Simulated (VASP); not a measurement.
# MgO (Cmcm) in VASP: further runs, part 2 of 2

VASP 6.6.1. The steps go on from the part before.

### 3 Single point, LDA (strain -0.0100 x Voigt [1, 0, 0, 0, 0, 0])

File INCAR:

```
PREC = Accurate
ENCUT = 520
EDIFF = 1E-6
ISMEAR = 0
SIGMA = 0.05
LREAL = F
LASPH = T
NELM = 60
ALGO = Normal
ISIF = 2
LWAVE = F
LCHARG = T
LELF = T
LVHAR = T
NBANDS = 16
```

File KPOINTS:

```
Automatic mesh
0
Gamma
  6 6 6
```

File POSCAR:

```
MgO
1.0
    3.4515140841      0.0000000000      0.0000000000
   -1.7257570421      3.0192917963      0.0000000000
    0.0000000000      0.0000000000      4.1780412200
Mg O
2 2
Direct
    0.6666666667      0.3333333333      0.7500000000
    0.3333333333      0.6666666667      0.2500000000
    0.6666666667      0.3333333333      0.2500000000
    0.3333333333      0.6666666667      0.7500000000
```

Potentials or basis: VASP PAW LDA potentials, release 64 (Mg, O).

The run is started by

```console
> cat potpaw_LDA.64/Mg/POTCAR potpaw_LDA.64/O/POTCAR > POTCAR
> mpirun -np 1 vasp_std > vasp.out
```

OUTCAR:

```text
PREC = Accurate
   ENCUT = 520
   EDIFF = 1E-6
   ISMEAR = 0
   LREAL = F
   LASPH = T
   NELM = 60
   ISIF = 2

 ion  position               nearest neighbor table
   1  0.667  0.333  0.750-   4 2.00   4 2.00   4 2.01   3 2.09   3 2.09   2 2.89   2 2.89   2 2.89
                             2 2.89   2 2.90   2 2.90
   2  0.333  0.667  0.250-   3 2.00   3 2.00   3 2.01   4 2.09   4 2.09   1 2.89   1 2.89   1 2.89
                             1 2.89   1 2.90   1 2.90
   3  0.667  0.333  0.250-   2 2.00   2 2.00   2 2.01   1 2.09   1 2.09
   4  0.333  0.667  0.750-   1 2.00   1 2.00   1 2.01   2 2.09   2 2.09

  LATTYP: Found a base centered orthorhombic cell.
 ALAT       =     3.4515140841
 B/A-ratio  =     1.7495462703
 C/A-ratio  =     1.2104951967

  Lattice vectors:

 A1 = (   1.7257570421,  -3.0192917963,   0.0000000000)
 A2 = (   1.7257570420,   3.0192917963,   0.0000000000)
 A3 = (   0.0000000000,   0.0000000000,   4.1780412200)

Analysis of symmetry for initial positions (statically):
=====================================================================
 Subroutine PRICEL returns:
 Original cell was already a primitive cell.

 Routine SETGRP: Setting up the symmetry group for a
 base centered orthorhombic supercell.

[... 172 lines left out ...]

 E-fermi :   1.9869     XC(G=0): -10.6481

 val. band max:        1.7563224600   @ k =   0.0000   0.0000   0.0000
 cond. band min:       5.1356720294   @ k =   0.0000   0.0000   0.0000
 fundamental gap:      3.3793495694
 Fermi energy:         1.9869232482

 k-point     1 :       0.0000    0.0000    0.0000
  band No.  band energies     occupation
      1     -14.9544      2.00000
      2     -13.4615      2.00000
      3      -2.0040      2.00000
      4      -0.0353      2.00000
      5      -0.0101      2.00000
      6       0.9060      2.00000
[... 433 lines left out ...]
      3      -1.9139      2.00000
      4      -1.2303      2.00000
      5      -0.6735      2.00000
      6       0.0010      2.00000
[... 8 lines left out ...]
     15      15.8044      0.00000
     16      17.0397      0.00000

 [... further k-points ...]
[... 5 lines left out ...]
  --------------------------------------------------------------------------------------
  -------------------------------------------------------------------------------------
  Total       -0.8919172     -1.3841219     -1.3756582      0.0000000      0.0000000      0.0000000
  in kB      -32.8206856    -50.9327895    -50.6213417      0.0000000      0.0000000      0.0000000
  external PRESSURE =     -44.7916056 kB  Pullay stress =       0.0000000 kB

 VOLUME and BASIS-vectors are now :
 -----------------------------------------------------------------------------
  energy-cutoff  :      520.00
  volume of cell :       43.54
      direct lattice vectors                 reciprocal lattice vectors
     3.451514084  0.000000000  0.000000000     0.289727921  0.165601748  0.000000000
    -1.725757042  3.019291796  0.000000000     0.000000000  0.331203497  0.000000000
     0.000000000  0.000000000  4.178041220     0.000000000  0.000000000  0.239346609

 POSITION                                       TOTAL-FORCE (eV/Angst)
 -----------------------------------------------------------------------------------
      1.72576      1.00643      3.13353         0.000000     -0.077654      0.000000
     -0.00000      2.01286      1.04451        -0.000000      0.077654      0.000000
      1.72576      1.00643      1.04451         0.000000     -0.087882     -0.000000
     -0.00000      2.01286      3.13353        -0.000000      0.087882      0.000000
 -----------------------------------------------------------------------------------
    total drift:                                0.000000     -0.000000      0.000000

  FREE ENERGIE OF THE ION-ELECTRON SYSTEM (eV)
  ---------------------------------------------------
  free  energy   TOTEN  =       -26.5087371992 eV

  energy  without entropy=      -26.5087371992  energy(sigma->0) =      -26.50873720
```

OSZICAR:

```text
N       E                     dE             d eps       ncg     rms          rms(c)
DAV:   1     0.607152808394E+02    0.60715E+02   -0.75970E+03  1664   0.892E+02
DAV:   2    -0.264994913131E+02   -0.87215E+02   -0.79646E+02  2392   0.197E+02
DAV:   3    -0.305268923654E+02   -0.40274E+01   -0.40127E+01  1856   0.438E+01
DAV:   4    -0.305433415127E+02   -0.16449E-01   -0.16449E-01  2024   0.327E+00
DAV:   5    -0.305434171373E+02   -0.75625E-04   -0.75625E-04  1848   0.208E-01    0.110E+01
DAV:   6    -0.266930872736E+02    0.38503E+01   -0.10042E+01  1728   0.246E+01    0.357E+00
DAV:   7    -0.265797115249E+02    0.11338E+00   -0.17837E-01  1672   0.336E+00    0.205E+00
DAV:   8    -0.265116230166E+02    0.68089E-01   -0.11887E-01  1872   0.329E+00    0.528E-01
DAV:   9    -0.265086094035E+02    0.30136E-02   -0.68711E-03  1848   0.705E-01    0.116E-01
DAV:  10    -0.265087423928E+02   -0.13299E-03   -0.11767E-04  1728   0.928E-02    0.145E-02
DAV:  11    -0.265087385283E+02    0.38645E-05   -0.22537E-05  2160   0.367E-02    0.123E-02
DAV:  12    -0.265087372855E+02    0.12428E-05   -0.30034E-06  1704   0.140E-02    0.261E-03
DAV:  13    -0.265087371992E+02    0.86282E-07   -0.13546E-07   936   0.328E-03
   1 F= -.26508737E+02 E0= -.26508737E+02  d E =-.755437E-13
```

Wall time 52 s (1 thread of Intel Xeon 6975P-C, shared host); peak memory 0.16 GiB.

Results:

```
Free energy            : -26.5087 eV
Pressure               : -4.5 GPa
Largest force          : 0.088 eV/Å
Band gap on the k mesh : 3.38 eV, direct
```

Forces on the atoms (eV/Å):
```
Mg   0.000 -0.078  0.000
Mg   0.000  0.078  0.000
O    0.000 -0.088  0.000
O    0.000  0.088  0.000
```

Levels at points of the mesh, in eV from the valence-band top:
| k point | band 6 | band 7 | band 8 | band 9 | band 10 | band 11 |
| --- | --- | --- | --- | --- | --- | --- |
| (0.00, 0.00, 0.00) | -0.85 | -0.82 | 0.00 | 3.38 | 9.29 | 12.09 |
| (0.50, 0.00, 0.00) | -2.03 | -1.35 | -0.56 | 6.84 | 9.00 | 9.65 |
| (0.00, 0.50, 0.00) | -2.04 | -1.33 | -0.54 | 6.88 | 9.02 | 9.65 |
| (0.00, 0.00, 0.50) | -1.34 | -1.32 | -1.32 | 6.38 | 6.38 | 12.63 |
| (0.50, 0.00, 0.50) | -1.60 | -0.86 | -0.86 | 7.17 | 7.17 | 11.88 |
| (0.00, 0.50, 0.50) | -1.56 | -0.86 | -0.86 | 7.19 | 7.19 | 11.84 |

Caveat: the cell differs from its parent crystal (strain -0.0100 x Voigt [1, 0, 0, 0, 0, 0]).
